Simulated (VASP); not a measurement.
# Br (I4/mmm) in VASP: single point with PBE

Aim: the single point of Br with PBE.

Program: VASP 6.6.1. These are calculated values, not measurements. Logs are shortened: lines on timing, memory, paths and dates and some standing lists are left out, and cuts for length are marked.

### 1 The cell of the first run

The structure is tetragonal, space group I4/mmm (No. 139). The conventional cell has a = 2.847 Å, b = 2.847 Å, c = 7.155 Å, α = 90.00°, β = 90.00°, γ = 90.00°. Br (site symmetry 4/mmm) has 4 Br at 2.85 Å within 3.8 Å.

### 2 Single point, PBE

INCAR

```
  ALGO = Normal
  EDIFF = 1E-6
  ENCUT = 520
  GGA = PE
  ISIF = 2
  ISMEAR = 0
  LASPH = True
  LCHARG = False
  LREAL = False
  LWAVE = False
  NBANDS = 10
  NELM = 60
  PREC = Accurate
  SIGMA = 0.05
```

KPOINTS

```
k-points
0
Gamma
  10 10 10
```

POSCAR

```
Br
1.0
    0.0000000000     -2.8469834100      0.0000000000
    2.8469834100      0.0000000000      0.0000000000
   -1.4234917050      1.4234917050      3.5775173700
Br
1
Direct
    0.0000000000      0.0000000000      0.0000000000
```

Potentials or basis: VASP PAW PBE potentials, release 64 (Br).

The run is started by

```bash
$ cat potpaw_PBE.64/Br/POTCAR > POTCAR
$ mpirun -np 1 vasp_std > vasp.out
```

OUTCAR:

```text
EDIFF = 1E-6
   ENCUT = 520
   GGA = PE
   ISIF = 2
   ISMEAR = 0
   LASPH = True
   LREAL = False
   NELM = 60
   PREC = Accurate

 ion  position               nearest neighbor table
   1  0.000  0.000  0.000-

  LATTYP: Found a body centered tetragonal cell.
 ALAT       =     2.8469834100
 C/A-ratio  =     2.5131986069

  Lattice vectors:

 A1 = (  -1.4234917050,  -1.4234917050,  -3.5775173700)
 A2 = (   1.4234917050,   1.4234917050,  -3.5775173700)
 A3 = (   1.4234917050,  -1.4234917050,   3.5775173700)

Analysis of symmetry for initial positions (statically):
=====================================================================
 Subroutine PRICEL returns:
 Original cell was already a primitive cell.

 Routine SETGRP: Setting up the symmetry group for a
 body centered tetragonal supercell.

 Subroutine GETGRP returns: Found 16 space group operations
 (whereof 16 operations were pure point group operations)
 out of a pool of 16 trial point group operations.

The static configuration has the point symmetry D_4h.

Analysis of symmetry for dynamics (positions and initial velocities):
=====================================================================
 Subroutine PRICEL returns:
 Original cell was already a primitive cell.

 Routine SETGRP: Setting up the symmetry group for a
 body centered tetragonal supercell.

 Subroutine GETGRP returns: Found 16 space group operations
 (whereof 16 operations were pure point group operations)
 out of a pool of 16 trial point group operations.

The dynamic configuration has the point symmetry D_4h.

 Subroutine INISYM returns: Found 16 space group operations
 (whereof 16 operations are pure point group operations),
 and found     1 'primitive' translations

----------------------------------------------------------------------------------------

                                     Primitive cell

  volume of cell :      28.9969

  direct lattice vectors                    reciprocal lattice vectors
     0.000000000 -2.846983410  0.000000000     0.000000000 -0.351248973  0.139761725
     2.846983410  0.000000000  0.000000000     0.351248973  0.000000000  0.139761725
    -1.423491705  1.423491705  3.577517370     0.000000000  0.000000000  0.279523451

  length of vectors
     2.846983410  2.846983410  4.105032010     0.378033307  0.378033307  0.279523451

  position of ions in fractional coordinates (direct lattice)
     0.000000000  0.000000000  0.000000000

  ion indices of the primitive-cell ions
   primitive index   ion index
                 1           1

----------------------------------------------------------------------------------------

 KPOINTS: k-points

Automatic generation of k-mesh.
 Grid dimensions read from file:
 generate k-points for:   10   10   10

 Generating k-lattice:

  Cartesian coordinates                     Fractional coordinates (reciprocal lattice)
     0.000000000 -0.035124897  0.013976173     0.100000000  0.000000000  0.000000000
     0.035124897  0.000000000  0.013976173     0.000000000  0.100000000  0.000000000
     0.000000000  0.000000000  0.027952345     0.000000000  0.000000000  0.100000000

  Length of vectors
     0.037803331  0.037803331  0.027952345

  Shift w.r.t. Gamma in fractional coordinates (k-lattice)
     0.000000000  0.000000000  0.000000000

 Subroutine IBZKPT returns following result:
 ===========================================

 Found    102 irreducible k-points:

 Following reciprocal coordinates:
            Coordinates               Weight
  0.000000  0.000000  0.000000      1.000000
  0.100000  0.000000 -0.000000      8.000000
  0.200000  0.000000 -0.000000      8.000000
  0.300000  0.000000  0.000000      8.000000
  0.400000  0.000000  0.000000      8.000000
  0.500000  0.000000  0.000000      4.000000
[... 16 lines left out ...]
  0.300000  0.300000  0.000000      8.000000
  0.400000  0.300000  0.000000     16.000000
 [... further k-points ...]
   k-points           NKPTS =    102   k-points in BZ     NKDIM =    102   number of bands    NBANDS=     10
   number of dos      NEDOS =    301   number of ions     NIONS =      1
   total plane-waves  NPLWV =  18432
   dimension x,y,z NGX =    24 NGY =   24 NGZ =   32
   dimension x,y,z NGXF=    48 NGYF=   48 NGZF=   64
   ions per type =               1
   NGX,Y,Z   is equivalent  to a cutoff of  14.01, 14.01, 12.96 a.u.
   NGXF,Y,Z  is equivalent  to a cutoff of  28.03, 28.03, 25.92 a.u.
 SYSTEM =  unknown system
   PREC   = accura    normal or accurate (medium, high low for compatibility)
   ISTART =      0    job   : 0-new  1-cont  2-samecut
   ICHARG =      2    charge: 1-file 2-atom 10-const
   ISPIN  =      1    spin polarized calculation?
   LNONCOLLINEAR =      F non collinear calculations
   LSORBIT =      F    spin-orbit coupling
   LASPH  =      T    aspherical Exc in radial PAW
   ENCUT  =  520.0 eV  38.22 Ry    6.18 a.u.   5.29  5.29  7.63*2*pi/ulx,y,z
   NELM   =     60;   NELMIN=  2; NELMDL= -5     # of ELM steps
   EDIFF  = 0.1E-05   stopping-criterion for ELM
   LREAL  =      F    real-space projection
   EDIFFG = 0.1E-04   stopping-criterion for IOM
   NSW    =      0    number of steps for IOM
   IBRION =     -1    ionic relax: 0-MD 1-quasi-New 2-CG
   NFREE  =      0    steps in history (QN), initial steepest desc. (CG)
   ISIF   =      2    stress and relaxation
   ISYM   =      2    0-nonsym 1-usesym 2-fastsym
   POTIM  = 0.5000    time-step for ionic-motion
   TEBEG  =    0.0;   TEEND  =   0.0 temperature during run
   PSTRESS=    0.0 pullay stress
   NELECT =       7.0000    total number of electrons
   NUPDOWN=      -1.0000    fix difference up-down
   EMIN   =  10.00;   EMAX   =-10.00  energy-range for DOS
   EFERMI =   0.00;   METHOD = LEGACY
   ISMEAR =     0;   SIGMA  =   0.05  broadening in eV -4-tet -1-fermi 0-gaus
   EFERMI_NEDOS =   21; number of points for ismear=-14 and -15
   IALGO  =     38    algorithm
   IMIX   =      4    mixing-type and parameters
     AMIX     =   0.40;   BMIX     =  1.00
     AMIX_MAG =   1.60;   BMIX_MAG =  1.00
  volume/ion in A,a.u.               =      29.00       195.68
  Fermi-wavevector in a.u.,A,eV,Ry     =   1.019351  1.926294 14.137486  1.039076
  Thomas-Fermi vector in A             =   2.152860
   LORBIT       =      0    0 simple, 1 ext, 2 COOP (PROOUT), +10 PAW based schemes
   GGA     = PE    functional components
   LHFCALC =     F    Hartree Fock is set to
   AEXX    =    0.0000 exact exchange contribution
   IVDW    =     0    specifies the selected vdW correction
   LEPSILON=     F    determine dielectric tensor
   LRPA    =     F    only Hartree local field effects (RPA)
 non-spin polarized calculation
 Gauss-broadening in eV      SIGMA  =   0.05
  energy-cutoff  :      520.00
  volume of cell :       29.00
 maximum number of plane-waves:       803
 NGX is ok and might be reduce to    24
   NGX = 11   NGY = 11   NGZ = 15

 number of electron       6.9999999 magnetization

 Free energy of the ion-electron system (eV)
  ---------------------------------------------------
  ext. energy  EPLUGINS =         0.00000000
  ---------------------------------------------------
  free energy    TOTEN  =        -1.43835365 eV

  energy without entropy =       -1.43738715  energy(sigma->0) =       -1.43787040

 E-fermi :   1.4739     XC(G=0):  -8.6378

 val. band max:        1.4677937884   @ k =   0.1000   0.1000  -0.0000
 cond. band min:       1.5064371439   @ k =   0.1000   0.1000  -0.0000
 fundamental gap:      0.0386433555
 Fermi energy:         1.4738547651

 k-point     1 :       0.0000    0.0000    0.0000
  band No.  band energies     occupation
      1     -14.8305      2.00000
      2      -0.8602      2.00000
      3       2.3921      0.00000
      4       2.3921      0.00000
      5       6.8796      0.00000
      6      11.2715      0.00000
      7      11.7645      0.00000
      8      17.3341      0.00000
      9      17.3341      0.00000
     10      17.9561      0.00000

 k-point     2 :       0.1000    0.0000   -0.0000
  band No.  band energies     occupation
      1     -14.7071      2.00000
      2      -0.8481      2.00000
      3       1.4055      1.94686
      4       2.4673      0.00000
      5       7.2486      0.00000
      6      11.6030      0.00000
      7      12.7628      0.00000
      8      14.8968      0.00000
      9      17.5316      0.00000
     10      19.0745      0.00000

 k-point     3 :       0.2000    0.0000   -0.0000
  band No.  band energies     occupation
      1     -14.3588      2.00000
      2      -0.8743      2.00000
      3      -0.4624      2.00000
      4       2.6733      0.00000
      5       8.0858      0.00000
      6      11.9559      0.00000
      7      12.5554      0.00000
      8      15.5069      0.00000
      9      18.0890      0.00000
     10      19.8377      0.00000

 k-point     4 :       0.3000    0.0000    0.0000
  band No.  band energies     occupation
      1     -13.8623      2.00000
      2      -2.4898      2.00000
      3      -0.6387      2.00000
      4       2.9483      0.00000
      5       8.6366      0.00000
      6      11.5247      0.00000
      7      12.5927      0.00000
      8      17.9868      0.00000
      9      18.0841      0.00000
     10      19.1977      0.00000
[... 222 lines left out ...]
 k-point    22 :      -0.2000    0.2000    0.0000
  band No.  band energies     occupation
      1     -13.9303      2.00000
      2      -0.2491      2.00000
      3      -0.2226      2.00000
      4      -0.0944      2.00000
      5       8.4750      0.00000
      6      12.8617      0.00000
      7      12.9103      0.00000
      8      14.5298      0.00000
      9      16.0423      0.00000
     10      17.6921      0.00000

 k-point    23 :       0.3000    0.3000    0.0000
  band No.  band energies     occupation
      1     -12.8969      2.00000
      2      -1.7407      2.00000
      3      -1.7048      2.00000
      4      -0.4020      2.00000
      5      10.0007      0.00000
      6      10.7426      0.00000
      7      13.0680      0.00000
      8      16.8413      0.00000
      9      18.1238      0.00000
     10      19.5417      0.00000

 k-point    24 :       0.4000    0.3000    0.0000
  band No.  band energies     occupation
      1     -12.4566      2.00000
      2      -3.0356      2.00000
      3      -1.3104      2.00000
      4      -0.0640      2.00000
      5       9.3184      0.00000
      6       9.8605      0.00000
      7      13.3669      0.00000
      8      16.0773      0.00000
      9      18.4322      0.00000
     10      19.8860      0.00000

 [... further k-points ...]
[... 5 lines left out ...]
  --------------------------------------------------------------------------------------
  -------------------------------------------------------------------------------------
  Total        0.2332598      0.2332598      0.2825932      0.0000000      0.0000000      0.0000000
  in kB       12.8883956     12.8883956     15.6142311      0.0000000      0.0000000      0.0000000
  external PRESSURE =      13.7970074 kB  Pullay stress =       0.0000000 kB

 VOLUME and BASIS-vectors are now :
 -----------------------------------------------------------------------------
  energy-cutoff  :      520.00
  volume of cell :       29.00
      direct lattice vectors                 reciprocal lattice vectors
     0.000000000 -2.846983410  0.000000000     0.000000000 -0.351248973  0.139761725
     2.846983410  0.000000000  0.000000000     0.351248973  0.000000000  0.139761725
    -1.423491705  1.423491705  3.577517370     0.000000000  0.000000000  0.279523451

 POSITION                                       TOTAL-FORCE (eV/Angst)
 -----------------------------------------------------------------------------------
      0.00000      0.00000      0.00000        -0.000000      0.000000      0.000000
 -----------------------------------------------------------------------------------
    total drift:                                0.000000     -0.000000      0.000000

  FREE ENERGIE OF THE ION-ELECTRON SYSTEM (eV)
  ---------------------------------------------------
  free  energy   TOTEN  =        -1.4383536460 eV

  energy  without entropy=       -1.4373871515  energy(sigma->0) =       -1.43787040
```

It took 8.2 s on 1 thread of Intel Xeon 6975P-C (Granite Rapids), shared host; peak memory 0.16 GiB.

What came out:

```
Free energy : -1.4384 eV
Pressure    : 1.4 GPa
```

Caveat: an odd number of electrons without spin polarisation forces a metal; a magnetic or distorted state may lie lower.
